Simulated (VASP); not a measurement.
# YRu2Rh4 (I4/mmm) in VASP: further runs

The runs below take YRu2Rh4 through relaxation of cell and atoms, single point, with PBE.

All numbers are computed with VASP 6.6.1; they aren't measurements. Logs are shortened: lines on timing, memory, paths and dates and some standing lists are left out, and cuts for length are marked.

## 1. The cell of the first run

It takes space group I4/mmm (No. 139, tetragonal). The conventional cell has a = 6.169 Å, b = 6.169 Å, c = 4.950 Å, α = 90.00°, β = 90.00°, γ = 90.00°. Within 3.5 Å of Y (site symmetry 4/mmm) lie 12 Rh at 2.64 to 3.01 Å and 8 Ru at 3.32 Å. Within 3.3 Å of Ru (site symmetry -4m2) lie 2 Ru at 2.47 Å and 8 Rh at 2.55 Å. Rh (site symmetry m2m) has 4 Rh at 2.43 to 2.64 Å and 4 Ru at 2.55 Å and 3 Y at 2.64 to 3.01 Å within 3.2 Å.

## 2. Relaxation of cell and atoms, PBE

Contents of INCAR:

```
  ALGO = Normal
  EDIFF = 1E-6
  EDIFFG = -0.08
  ENCUT = 600
  GGA = PE
  IBRION = 2
  ISIF = 3
  ISMEAR = 0
  LASPH = T
  LCHARG = F
  LREAL = F
  LWAVE = F
  NELM = 60
  NSW = 36
  PREC = Accurate
  SIGMA = 0.2
```

Contents of KPOINTS:

```
k-points
0
Gamma
  4 4 4
```

Contents of POSCAR:

```
YRu2Rh4
1.0
   -3.0847055400      3.0847055400      2.4749369100
    3.0847055400     -3.0847055400      2.4749369100
    3.0847055400      3.0847055400     -2.4749369100
Y Ru Rh
1 2 4
Direct
    0.0000000000      0.0000000000      0.0000000000
    0.7500000000      0.2500000000      0.5000000000
    0.2500000000      0.7500000000      0.5000000000
    0.3030583900      0.3030583900      0.6061167700
    0.6969416100      0.6969416100      0.3938832300
    0.3030583900      0.6969416100      0.0000000000
    0.6969416100      0.3030583900      0.0000000000
```

Potentials or basis: VASP PAW PBE potentials, release 64 (Y_sv, Ru_pv, Rh_pv).

On the command line:

```bash
$ cat potpaw_PBE.64/Y_sv/POTCAR potpaw_PBE.64/Ru_pv/POTCAR potpaw_PBE.64/Rh_pv/POTCAR > POTCAR
$ mpirun -np 1 vasp_std > vasp.out
```

OUTCAR:

```text
EDIFF = 1E-6
   EDIFFG = -0.08
   ENCUT = 600
   GGA = PE
   IBRION = 2
   ISIF = 3
   ISMEAR = 0
   LASPH = T
   LREAL = F
   NELM = 60
   NSW = 36
   PREC = Accurate

 ion  position               nearest neighbor table
   1  0.000  0.000  0.000-   4 2.64   5 2.64   7 2.64   6 2.64   7 3.01   6 3.01   7 3.01   6 3.01
                             5 3.01   4 3.01   4 3.01   5 3.01   2 3.32   3 3.32   2 3.32   3 3.32
   2  0.750  0.250  0.500-   3 2.47   3 2.47   5 2.55   4 2.55   7 2.55   7 2.55   6 2.55   6 2.55
                             4 2.55   5 2.55   1 3.32   1 3.32   1 3.32   1 3.32
   3  0.250  0.750  0.500-   2 2.47   2 2.47   5 2.55   4 2.55   6 2.55   6 2.55   7 2.55   7 2.55
                             4 2.55   5 2.55   1 3.32   1 3.32   1 3.32   1 3.32
   4  0.303  0.303  0.606-   6 2.43   7 2.43   2 2.55   3 2.55   3 2.55   2 2.55   5 2.64   5 2.64
                             1 2.64   1 3.01   1 3.01
   5  0.697  0.697  0.394-   6 2.43   7 2.43   2 2.55   3 2.55   3 2.55   2 2.55   4 2.64   4 2.64
                             1 2.64   1 3.01   1 3.01
   6  0.303  0.697  0.000-   4 2.43   5 2.43   2 2.55   3 2.55   3 2.55   2 2.55   7 2.64   7 2.64
                             1 2.64   1 3.01   1 3.01
   7  0.697  0.303  0.000-   4 2.43   5 2.43   3 2.55   2 2.55   2 2.55   3 2.55   6 2.64   6 2.64
                             1 2.64   1 3.01   1 3.01

  LATTYP: Found a body centered tetragonal cell.
 ALAT       =     6.1694110800
 C/A-ratio  =     0.8023251743

  Lattice vectors:

 A1 = (  -3.0847055400,   3.0847055400,   2.4749369100)
 A2 = (   3.0847055400,  -3.0847055400,   2.4749369100)
 A3 = (   3.0847055400,   3.0847055400,  -2.4749369100)

Analysis of symmetry for initial positions (statically):
=====================================================================
 Subroutine PRICEL returns:
 Original cell was already a primitive cell.

 Routine SETGRP: Setting up the symmetry group for a
 body centered tetragonal supercell.

 Subroutine GETGRP returns: Found 16 space group operations
 (whereof 16 operations were pure point group operations)
 out of a pool of 16 trial point group operations.

The static configuration has the point symmetry D_4h.

Analysis of symmetry for dynamics (positions and initial velocities):
=====================================================================
 Subroutine PRICEL returns:
 Original cell was already a primitive cell.

 Routine SETGRP: Setting up the symmetry group for a
 body centered tetragonal supercell.

 Subroutine GETGRP returns: Found 16 space group operations
 (whereof 16 operations were pure point group operations)
 out of a pool of 16 trial point group operations.

The dynamic configuration has the point symmetry D_4h.

 Subroutine INISYM returns: Found 16 space group operations
 (whereof 16 operations are pure point group operations),
 and found     1 'primitive' translations

----------------------------------------------------------------------------------------
[... 83 lines left out ...]
   ISTART =      0    job   : 0-new  1-cont  2-samecut
   ICHARG =      2    charge: 1-file 2-atom 10-const
   ISPIN  =      1    spin polarized calculation?
   LNONCOLLINEAR =      F non collinear calculations
   LSORBIT =      F    spin-orbit coupling
   LASPH  =      T    aspherical Exc in radial PAW
   ENCUT  =  600.0 eV  44.10 Ry    6.64 a.u.  10.02 10.02 10.02*2*pi/ulx,y,z
   NELM   =     60;   NELMIN=  2; NELMDL= -5     # of ELM steps
   EDIFF  = 0.1E-05   stopping-criterion for ELM
   LREAL  =      F    real-space projection
   EDIFFG = -.8E-01   stopping-criterion for IOM
   NSW    =     36    number of steps for IOM
   IBRION =      2    ionic relax: 0-MD 1-quasi-New 2-CG
   NFREE  =      1    steps in history (QN), initial steepest desc. (CG)
   ISIF   =      3    stress and relaxation
   ISYM   =      2    0-nonsym 1-usesym 2-fastsym
   POTIM  = 0.5000    time-step for ionic-motion
   TEBEG  =    0.0;   TEEND  =   0.0 temperature during run
   PSTRESS=    0.0 pullay stress
   NELECT =      99.0000    total number of electrons
   NUPDOWN=      -1.0000    fix difference up-down
   EMIN   =  10.00;   EMAX   =-10.00  energy-range for DOS
   EFERMI =   0.00;   METHOD = LEGACY
   ISMEAR =     0;   SIGMA  =   0.20  broadening in eV -4-tet -1-fermi 0-gaus
   EFERMI_NEDOS =   21; number of points for ismear=-14 and -15
   IALGO  =     38    algorithm
   IMIX   =      4    mixing-type and parameters
     AMIX     =   0.40;   BMIX     =  1.00
     AMIX_MAG =   1.60;   BMIX_MAG =  1.00
  volume/ion in A,a.u.               =      13.46        90.81
  Fermi-wavevector in a.u.,A,eV,Ry     =   1.664445  3.145344 37.693257  2.770376
  Thomas-Fermi vector in A             =   2.750987
   LORBIT       =      0    0 simple, 1 ext, 2 COOP (PROOUT), +10 PAW based schemes
   GGA     = PE    functional components
   LHFCALC =     F    Hartree Fock is set to
   AEXX    =    0.0000 exact exchange contribution
   IVDW    =     0    specifies the selected vdW correction
   LEPSILON=     F    determine dielectric tensor
   LRPA    =     F    only Hartree local field effects (RPA)
 conjugate gradient relaxation of ions
 non-spin polarized calculation
 Gauss-broadening in eV      SIGMA  =   0.20
  energy-cutoff  :      600.00
  volume of cell :       94.20
 maximum number of plane-waves:      3170
   NGX = 19   NGY = 19   NGZ = 19

--------------------------------------- Ionic step        1  -------------------------------------------

 number of electron      99.0000003 magnetization

 Free energy of the ion-electron system (eV)
  ---------------------------------------------------
  ext. energy  EPLUGINS =         0.00000000
  ---------------------------------------------------
  free energy    TOTEN  =       -52.72952072 eV

  energy without entropy =      -52.56942154  energy(sigma->0) =      -52.64947113

 E-fermi :  12.2492     XC(G=0): -14.0119

 val. band max:       12.2482723712   @ k =   0.5000   0.5000   0.2500
 cond. band min:      12.2851920637   @ k =  -0.2500   0.5000   0.2500
 fundamental gap:      0.0369196925
 Fermi energy:        12.2492245359

 k-point     1 :       0.0000    0.0000    0.0000
  band No.  band energies     occupation
      1     -34.9894      2.00000
      2     -34.8648      2.00000
      3     -34.8648      2.00000
      4     -34.6894      2.00000
      5     -34.6754      2.00000
      6     -34.6754      2.00000
[... 1081 lines left out ...]
--------------------------------------- Ionic step        8  -------------------------------------------

 number of electron      98.9999979 magnetization

 Free energy of the ion-electron system (eV)
  ---------------------------------------------------
  ext. energy  EPLUGINS =         0.00000000
  ---------------------------------------------------
  free energy    TOTEN  =       -55.37991893 eV

  energy without entropy =      -55.18444419  energy(sigma->0) =      -55.28218156

 E-fermi :   9.5690     XC(G=0): -12.9597

 val. band max:        9.5030406662   @ k =   0.5000   0.5000   0.0000
 cond. band min:       9.5973942235   @ k =  -0.2500   0.5000   0.2500
 fundamental gap:      0.0943535573
 Fermi energy:         9.5690233487

 k-point     1 :       0.0000    0.0000    0.0000
  band No.  band energies     occupation
      1     -36.9874      2.00000
      2     -36.9303      2.00000
      3     -36.9303      2.00000
      4     -36.8810      2.00000
      5     -36.8810      2.00000
      6     -36.7426      2.00000
[... 829 lines left out ...]
  FREE ENERGIE OF THE ION-ELECTRON SYSTEM (eV)
  ---------------------------------------------------
  free  energy   TOTEN  =       -55.3799189314 eV

  energy  without entropy=      -55.1844441917  energy(sigma->0) =      -55.28218156

 reached required accuracy - stopping structural energy minimisation
```

CONTCAR:

```text
YRu2Rh4
   1.00000000000000
    -3.3221309509786106    3.3221309509786106    2.5377953206083084
     3.3221309509786106   -3.3221309509786106    2.5377953206083084
     3.3221309509786106    3.3221309509786106   -2.5377953206083084
  Y               Ru              Rh
     1     2     4
Direct
     0.0000000000000000    1.0000000000000000    0.0000000000000000
     0.7500000000000000    0.2500000000000000    0.5000000000000000
     0.2500000000000000    0.7500000000000000    0.5000000000000000
     0.3014565006074695    0.3014565006074695    0.6029129912149453
     0.6985434993925305    0.6985434993925305    0.3970870087850546
     0.3014565006074695    0.6985434993925305    0.0000000000000000
     0.6985434993925305    0.3014565006074695    0.0000000000000000

  0.00000000E+00  0.00000000E+00  0.00000000E+00
  0.00000000E+00  0.00000000E+00  0.00000000E+00
  0.00000000E+00  0.00000000E+00  0.00000000E+00
  0.00000000E+00  0.00000000E+00  0.00000000E+00
  0.00000000E+00  0.00000000E+00  0.00000000E+00
  0.00000000E+00  0.00000000E+00  0.00000000E+00
  0.00000000E+00  0.00000000E+00  0.00000000E+00
```

Run time: 15 min. Hardware: 1 thread of Oxide Virtual Turin-like, shared host; peak memory 0.27 GiB.

What came out:

| Property | Result |
| --- | --- |
| Free energy | -55.3799 eV |
| Relaxed volume | 16.00 Å³/atom |
| Relaxed cell | a = 5.340 Å, b = 5.340 Å, c = 5.340 Å, α = 103.05°, β = 103.05°, γ = 123.25° |
| Space group after relaxing (to 0.05 Å) | I4/mmm (No. 139) |
| Energy gained by relaxing | 378.6 meV/atom |
| Ionic steps | 8 |
| Pressure after relaxing | -0.4 GPa |
| Largest force after relaxing | 0.064 eV/Å |

Forces in eV/Å, atoms in the order of the input:
```
Y    0.000  0.000  0.000
Ru   0.000  0.000  0.000
Ru   0.000  0.000  0.000
Rh   0.045  0.045  0.000
Rh  -0.045 -0.045  0.000
Rh  -0.045  0.045  0.000
Rh   0.045 -0.045  0.000
```

The path:
```
step  energy change (eV)  largest force (eV/Å)  pressure (GPa)  volume (Å³)
   1              0.0000                0.8019           53.44        94.20
   2              5.6471                0.1462          -30.57       169.37
   3             -2.5474                0.0278           -5.95       115.37
   4             -2.6020                0.0547           -1.98       112.92
   5             -2.6059                0.0658           -0.50       112.08
   6             -2.6485                0.1216            0.37       111.61
   7             -2.6485                0.1223            0.32       111.61
   8             -2.6504                0.0640           -0.38       112.03
```

Final structure:
```xyz
7
Lattice="-3.3221 3.3221 2.5378 3.3221 -3.3221 2.5378 3.3221 3.3221 -2.5378" Properties=species:S:1:pos:R:3 pbc="T T T"
Y     3.3221   -3.3221    2.5378
Ru    0.0000    3.3221    1.2689
Ru    3.3221    0.0000    1.2689
Rh    2.0030    2.0030    0.0000
Rh    1.3192    1.3192    2.5378
Rh    1.3192   -1.3192    2.5378
Rh   -1.3192    1.3192    2.5378
```

Levels at points of the mesh, in eV from the Fermi level:
```csv
k point,band 46,band 47,band 48,band 49,band 50,band 51,band 52,band 53
"(0.00, 0.00, 0.00)",-0.44,-0.27,0.35,0.35,0.44,0.44,1.07,1.45
"(0.50, 0.00, 0.00)",-0.89,-0.62,-0.34,-0.28,-0.23,-0.10,-0.10,0.20
"(0.50, 0.50, 0.00)",-1.19,-0.83,-0.23,-0.07,0.08,0.13,0.24,1.16
"(0.50, 0.50, 0.50)",-1.42,-0.40,-0.37,0.04,0.28,0.31,0.31,0.73
```

Caveat: the k points lie up to 0.39 Å⁻¹ apart in the final cell; the volume moved by over 15 % at a fixed basis, so the end points are rough; the relaxation stopped at a loose force limit of 0.08 eV/Å, so its end isn't a converged minimum.

## 3. Single point, PBE (volume scaled by 0.91, then relaxed in part)

Contents of INCAR:

```
SYSTEM = YRu2Rh4
ALGO     = Fast           ! electronic algorithm
EDIFF    = 1E-6           ! SCF threshold, eV
ENCUT    = 520            ! plane-wave cutoff, eV
GGA      = PE             ! functional
ISIF     = 2              ! what is computed and relaxed
ISMEAR   = 0              ! smearing method
LASPH    = .True.         ! aspherical terms in the spheres
LCHARG   = .False.        ! write CHGCAR
LREAL    = .False.        ! projectors in reciprocal space
LWAVE    = .False.        ! write WAVECAR
NBANDS   = 58             ! bands
NELM     = 60             ! most SCF steps
PREC     = Accurate       ! precision mode
SIGMA    = 0.1            ! smearing width, eV
```

Contents of KPOINTS:

```
k-points
0
Gamma
  8 8 8
  0 0 0
```

Contents of POSCAR:

```
YRu2Rh4
1.0
   -3.2063023615      3.2063023615      2.4738932287
    3.2063023615     -3.2063023615      2.4738932287
    3.2063023615      3.2063023615     -2.4738932287
Y Ru Rh
1 2 4
Direct
    0.0000000000      0.0000000000      0.0000000000
    0.7500000000      0.2500000000      0.5000000000
    0.2500000000      0.7500000000      0.5000000000
    0.3011938427      0.3011938427      0.6023876854
    0.6988061573      0.6988061573      0.3976123146
    0.3011938427      0.6988061573      0.0000000000
    0.6988061573      0.3011938427      0.0000000000
```

Potentials or basis: VASP PAW PBE potentials, release 64 (Y_sv, Ru_pv, Rh_pv).

On the command line:

```bash
$ cat potpaw_PBE.64/Y_sv/POTCAR potpaw_PBE.64/Ru_pv/POTCAR potpaw_PBE.64/Rh_pv/POTCAR > POTCAR
$ mpirun -np 1 vasp_std > vasp.out
```

It took 11 min on 1 thread of Oxide Virtual Turin-like, shared host; peak memory 0.43 GiB.

Results (log left out):

| Property | Result |
| --- | --- |
| Free energy | -54.5712 eV |
| Pressure | 24.3 GPa |
| Largest force | 0.007 eV/Å |

Forces in eV/Å, atoms in the order of the input:
```
Y    0.000  0.000  0.000
Ru   0.000  0.000  0.000
Ru   0.000  0.000  0.000
Rh   0.005  0.005  0.000
Rh  -0.005 -0.005  0.000
Rh  -0.005  0.005  0.000
Rh   0.005 -0.005  0.000
```

Levels at points of the mesh, in eV from the Fermi level:
| k point | band 47 | band 48 | band 49 | band 50 | band 51 | band 52 |
| --- | --- | --- | --- | --- | --- | --- |
| (0.00, 0.00, 0.00) | -0.32 | 0.33 | 0.33 | 0.41 | 0.41 | 1.01 |
| (0.50, 0.00, 0.00) | -0.72 | -0.41 | -0.32 | -0.29 | -0.13 | -0.12 |
| (0.50, 0.50, 0.00) | -0.98 | -0.26 | -0.14 | 0.13 | 0.13 | 0.19 |
| (0.50, 0.50, 0.50) | -0.49 | -0.44 | 0.06 | 0.29 | 0.29 | 0.29 |

Caveat: the cell differs from its parent crystal (volume scaled by 0.91, then relaxed in part).
